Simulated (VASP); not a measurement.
# W3C in VASP: single point with PBE

Aim: the single point of W3C with PBE.

Program: VASP 6.6.1. These are calculated values, not measurements. Logs are shortened: lines on timing, memory, paths and dates and some standing lists are left out, and cuts for length are marked.

### Step 1. The cell of the first run

The cell holds a slab with vacuum, 4 atoms: a = 2.855 Å, b = 2.855 Å, c = 20.197 Å, α = 90.00°, β = 90.00°, γ = 120.00°.

### Step 2. Single point, PBE

INCAR reads:

```
SYSTEM = W3C
  PREC = Accurate
  ENCUT = 1000
  EDIFF = 1E-6
  ISMEAR = 0
  SIGMA = 0.1
  LREAL = .FALSE.
  LASPH = .TRUE.
  NELM = 120
  ALGO = Normal
  ISIF = 2
  LWAVE = .FALSE.
  LCHARG = .FALSE.
  LDIPOL = .TRUE.
  IDIPOL = 3
  DIPOL = 0.5 0.5 0.360
  GGA = PE
  NBANDS = 31
  GGA_COMPAT = .FALSE.
  NELMDL = -8
```

KPOINTS reads:

```
regular mesh
0
G
  9 9 1
  0 0 0
```

POSCAR reads:

```
W3C
1.0
    2.8545944806      0.0000000000      0.0000000000
   -1.4272972403      2.4721513377      0.0000000000
    0.0000000000      0.0000000000     20.1971108355
W C
3 1
Direct
    0.6666666667      0.3333333334      0.1980481284
    0.3333333333      0.6666666667      0.3143337982
    0.0000000000      0.0000000000      0.4306116309
    0.0000000000      0.5000000000      0.4956299973
```

Potentials or basis: VASP PAW PBE potentials, release 64 (W_sv, C_h).

Run with:

```console
$ cat potpaw_PBE.64/W_sv/POTCAR potpaw_PBE.64/C_h/POTCAR > POTCAR
$ mpirun -np 1 vasp_std > vasp.out
```

OUTCAR:

```text
SYSTEM = W3C
   PREC = Accurate
   ENCUT = 1000
   EDIFF = 1E-6
   ISMEAR = 0
   LREAL = .FALSE.
   LASPH = .TRUE.
   NELM = 120
   ISIF = 2
   GGA = PE
   NELMDL = -8

 ion  position               nearest neighbor table
   1  0.667  0.333  0.198-   2 2.87   2 2.87   2 2.87
   2  0.333  0.667  0.314-   3 2.87   3 2.87   3 2.87   1 2.87   1 2.87   1 2.87
   3  0.000  0.000  0.431-   4 1.94   4 1.94   2 2.87   2 2.87   2 2.87
   4  0.000  0.500  0.496-   3 1.94   3 1.94

  LATTYP: Found a hexagonal cell.
 ALAT       =     2.8545944806
 C/A-ratio  =     7.0752994770

  Lattice vectors:

 A1 = (   2.8545944806,   0.0000000000,   0.0000000000)
 A2 = (  -1.4272972403,   2.4721513377,   0.0000000000)
 A3 = (   0.0000000000,   0.0000000000,  20.1971108355)

Analysis of symmetry for initial positions (statically):
=====================================================================
 Subroutine PRICEL returns:
 Original cell was already a primitive cell.

 Routine SETGRP: Setting up the symmetry group for a
 hexagonal supercell.

 Subroutine GETGRP returns: Found  2 space group operations
 (whereof  2 operations were pure point group operations)
 out of a pool of 24 trial point group operations.

The static configuration has the point symmetry C_1h.

Analysis of symmetry for dynamics (positions and initial velocities):
=====================================================================
 Subroutine PRICEL returns:
 Original cell was already a primitive cell.

 Routine SETGRP: Setting up the symmetry group for a
 hexagonal supercell.

 Subroutine GETGRP returns: Found  2 space group operations
 (whereof  2 operations were pure point group operations)
 out of a pool of 24 trial point group operations.

The dynamic configuration has the point symmetry C_1h.

 Subroutine INISYM returns: Found  2 space group operations
 (whereof  2 operations are pure point group operations),
 and found     1 'primitive' translations

----------------------------------------------------------------------------------------

                                     Primitive cell

  volume of cell :     142.5308

  direct lattice vectors                    reciprocal lattice vectors
     2.854594481  0.000000000  0.000000000     0.350312455  0.202252990  0.000000000
    -1.427297240  2.472151338  0.000000000     0.000000000  0.404505980  0.000000000
     0.000000000  0.000000000 20.197110835     0.000000000  0.000000000  0.049512032

  length of vectors
     2.854594481  2.854594481 20.197110835     0.404505980  0.404505980  0.049512032

  position of ions in fractional coordinates (direct lattice)
     0.666666667  0.333333333  0.198048128
     0.333333333  0.666666667  0.314333798
     0.000000000  0.000000000  0.430611631
     0.000000000  0.500000000  0.495629997

  ion indices of the primitive-cell ions
   primitive index   ion index
                 1           1
                 2           2
                 3           3
                 4           4

----------------------------------------------------------------------------------------

 KPOINTS: regular mesh

Automatic generation of k-mesh.
 Grid dimensions read from file:
 generate k-points for:    9    9    1

 Generating k-lattice:

  Cartesian coordinates                     Fractional coordinates (reciprocal lattice)
     0.038923606  0.022472554  0.000000000     0.111111111  0.000000000  0.000000000
     0.000000000  0.044945109  0.000000000     0.000000000  0.111111111  0.000000000
     0.000000000  0.000000000  0.049512032     0.000000000  0.000000000  1.000000000

  Length of vectors
     0.044945109  0.044945109  0.049512032

  Shift w.r.t. Gamma in fractional coordinates (k-lattice)
     0.000000000  0.000000000  0.000000000

 Subroutine IBZKPT returns following result:
 ===========================================

 Found     25 irreducible k-points:

 Following reciprocal coordinates:
            Coordinates               Weight
  0.000000  0.000000  0.000000      1.000000
  0.111111 -0.000000  0.000000      2.000000
  0.000000  0.111111  0.000000      4.000000
  0.222222 -0.000000  0.000000      2.000000
  0.000000  0.222222  0.000000      4.000000
  0.333333  0.000000  0.000000      2.000000
[... 16 lines left out ...]
 -0.222222 -0.444444  0.000000      4.000000
  0.444444  0.333333  0.000000      4.000000
   k-points           NKPTS =     25   k-points in BZ     NKDIM =     25   number of bands    NBANDS=     31
   number of dos      NEDOS =    301   number of ions     NIONS =      4
   total plane-waves  NPLWV = 189000
   dimension x,y,z NGX =    30 NGY =   30 NGZ =  210
   dimension x,y,z NGXF=    60 NGYF=   60 NGZF=  420
   ions per type =               3   1
   NGX,Y,Z   is equivalent  to a cutoff of  17.47, 17.47, 17.29 a.u.
   NGXF,Y,Z  is equivalent  to a cutoff of  34.94, 34.94, 34.57 a.u.
 SYSTEM =  W3C
   PREC   = accura    normal or accurate (medium, high low for compatibility)
   ISTART =      0    job   : 0-new  1-cont  2-samecut
   ICHARG =      2    charge: 1-file 2-atom 10-const
   ISPIN  =      1    spin polarized calculation?
   LNONCOLLINEAR =      F non collinear calculations
   LSORBIT =      F    spin-orbit coupling
   LASPH  =      T    aspherical Exc in radial PAW
   ENCUT  = 1000.0 eV  73.50 Ry    8.57 a.u.   7.36  7.36 52.08*2*pi/ulx,y,z
   NELM   =    120;   NELMIN=  2; NELMDL= -8     # of ELM steps
   EDIFF  = 0.1E-05   stopping-criterion for ELM
   LREAL  =      F    real-space projection
   EDIFFG = 0.1E-04   stopping-criterion for IOM
   NSW    =      0    number of steps for IOM
   IBRION =     -1    ionic relax: 0-MD 1-quasi-New 2-CG
   NFREE  =      0    steps in history (QN), initial steepest desc. (CG)
   ISIF   =      2    stress and relaxation
   ISYM   =      2    0-nonsym 1-usesym 2-fastsym
   POTIM  = 0.5000    time-step for ionic-motion
   TEBEG  =    0.0;   TEEND  =   0.0 temperature during run
   PSTRESS=    0.0 pullay stress
   NELECT =      46.0000    total number of electrons
   NUPDOWN=      -1.0000    fix difference up-down
   EMIN   =  10.00;   EMAX   =-10.00  energy-range for DOS
   EFERMI =   0.00;   METHOD = LEGACY
   ISMEAR =     0;   SIGMA  =   0.10  broadening in eV -4-tet -1-fermi 0-gaus
   EFERMI_NEDOS =   21; number of points for ismear=-14 and -15
   IALGO  =     38    algorithm
   IMIX   =      4    mixing-type and parameters
     AMIX     =   0.40;   BMIX     =  1.00
     AMIX_MAG =   1.60;   BMIX_MAG =  1.00
  volume/ion in A,a.u.               =      35.63       240.46
  Fermi-wavevector in a.u.,A,eV,Ry     =   1.122943  2.122055 17.156972  1.261002
  Thomas-Fermi vector in A             =   2.259607
   LORBIT       =      0    0 simple, 1 ext, 2 COOP (PROOUT), +10 PAW based schemes
   GGA     = PE    functional components
   LHFCALC =     F    Hartree Fock is set to
   AEXX    =    0.0000 exact exchange contribution
   IVDW    =     0    specifies the selected vdW correction
   LEPSILON=     F    determine dielectric tensor
   LRPA    =     F    only Hartree local field effects (RPA)
 non-spin polarized calculation
 Gauss-broadening in eV      SIGMA  =   0.10
  energy-cutoff  :     1000.00
  volume of cell :      142.53
 maximum number of plane-waves:     10323
 NGX is ok and might be reduce to    30
   NGX = 15   NGY = 15   NGZ =105

 dipolmoment           0.000000      0.000000     -0.030109 electrons x Angstroem

 number of electron      45.9999998 magnetization

 dipolmoment           0.000000      0.000000      0.055062 electrons x Angstroem

 Free energy of the ion-electron system (eV)
  ---------------------------------------------------
  ext. energy  EPLUGINS =         0.00000000
  ---------------------------------------------------
  free energy    TOTEN  =       -42.68547449 eV

  energy without entropy =      -42.65998821  energy(sigma->0) =      -42.67273135

 E-fermi :   0.4237     XC(G=0):  -6.1364

 val. band max:        0.3896012882   @ k =   0.0000   0.1111   0.0000
 cond. band min:       0.4338584013   @ k =  -0.1111   0.3333   0.0000
 fundamental gap:      0.0442571130
 Fermi energy:         0.4236515343

 k-point     1 :       0.0000    0.0000    0.0000
  band No.  band energies     occupation
      1     -73.3359      2.00000
      2     -73.2897      2.00000
      3     -73.2286      2.00000
      4     -37.9687      2.00000
      5     -37.6081      2.00000
      6     -37.2010      2.00000
[... 23 lines left out ...]
     30       3.2559      0.00000
     31       3.9313      0.00000

 k-point     2 :       0.1111   -0.0000    0.0000
  band No.  band energies     occupation
      1     -73.3263      2.00000
      2     -73.2822      2.00000
      3     -73.2212      2.00000
      4     -37.9374      2.00000
      5     -37.6047      2.00000
      6     -37.2714      2.00000
[... 23 lines left out ...]
     30       3.5766      0.00000
     31       4.1968      0.00000

 k-point     3 :       0.0000    0.1111    0.0000
  band No.  band energies     occupation
      1     -73.3263      2.00000
      2     -73.2822      2.00000
      3     -73.2209      2.00000
      4     -37.9362      2.00000
      5     -37.6046      2.00000
      6     -37.2966      2.00000
[... 23 lines left out ...]
     30       3.3234      0.00000
     31       4.0145      0.00000

 k-point     4 :       0.2222   -0.0000    0.0000
  band No.  band energies     occupation
      1     -73.3016      2.00000
      2     -73.2637      2.00000
      3     -73.2023      2.00000
      4     -37.8626      2.00000
      5     -37.6360      2.00000
      6     -37.5182      2.00000
[... 635 lines left out ...]
     30       5.7871      0.00000
     31       7.1246      0.00000

 k-point    23 :      -0.2222   -0.4444    0.0000
  band No.  band energies     occupation
      1     -73.2430      2.00000
      2     -73.2265      2.00000
      3     -73.1577      2.00000
      4     -38.0234      2.00000
      5     -37.8779      2.00000
      6     -37.7680      2.00000
[... 23 lines left out ...]
     30       5.3514      0.00000
     31       6.2938      0.00000

 k-point    24 :       0.4444    0.3333    0.0000
  band No.  band energies     occupation
      1     -73.2430      2.00000
      2     -73.2265      2.00000
      3     -73.1583      2.00000
      4     -37.9861      2.00000
      5     -37.8711      2.00000
      6     -37.7645      2.00000
[... 23 lines left out ...]
     30       5.8679      0.00000
     31       6.9036      0.00000

 [... further k-points ...]

------------------------ aborting loop because EDIFF is reached ----------------------------------------

 vacuum level on the upper side and lower side of the slab       (xc-potential included)         0.480        -0.933

  FORCE on cell =-STRESS in cart. coord.  units (eV):
  Direction    XX          YY          ZZ          XY          YZ          ZX
  --------------------------------------------------------------------------------------
  -------------------------------------------------------------------------------------
  Total       -0.2048260      1.3811773      0.9227066     -1.3735192     -0.2274957     -0.3940343
  in kB       -2.3024327     15.5257041     10.3720716    -15.4396194     -2.5572604     -4.4293076
  external PRESSURE =       7.8651143 kB  Pullay stress =       0.0000000 kB

 VOLUME and BASIS-vectors are now :
 -----------------------------------------------------------------------------
  energy-cutoff  :     1000.00
  volume of cell :      142.53
      direct lattice vectors                 reciprocal lattice vectors
     2.854594481  0.000000000  0.000000000     0.350312455  0.202252990  0.000000000
    -1.427297240  2.472151338  0.000000000     0.000000000  0.404505980  0.000000000
     0.000000000  0.000000000 20.197110835     0.000000000  0.000000000  0.049512032

 POSITION                                       TOTAL-FORCE (eV/Angst)
 -----------------------------------------------------------------------------------
      1.42730      0.82405      4.00000        -0.032247     -0.018618     -0.080352
     -0.00000      1.64810      6.34863         0.150333      0.086795     -0.199097
      0.00000      0.00000      8.69711         0.028484      0.016445      0.210701
     -0.71365      1.23608     10.01029        -0.146570     -0.084622      0.068748
 -----------------------------------------------------------------------------------
    total drift:                               -0.000031     -0.000018     -0.000152

  FREE ENERGIE OF THE ION-ELECTRON SYSTEM (eV)
  ---------------------------------------------------
  free  energy   TOTEN  =       -42.6854744939 eV

  energy  without entropy=      -42.6599882133  energy(sigma->0) =      -42.67273135

 vacuum level on the upper side and lower side of the slab         6.856         5.409
```

Run time: 11 min. Hardware: 1 thread of Intel Xeon Platinum 8488C (Sapphire Rapids), shared host; peak memory 0.58 GiB.

What came out:

```
Free energy            : -42.6855 eV
Largest force          : 0.264 eV/Å
Band gap on the k mesh : zero (bands 23 and 24 overlap by 0.78 eV)
```

Forces in eV/Å, atoms in the order of the input:
```
W   -0.032 -0.019 -0.080
W    0.150  0.087 -0.199
W    0.028  0.016  0.211
C   -0.147 -0.085  0.069
```

Caveat: spin-orbit coupling is left out, which moves the levels of the heavy elements.

The gap in the log of VASP goes by the Fermi energy; the results here count the filled bands.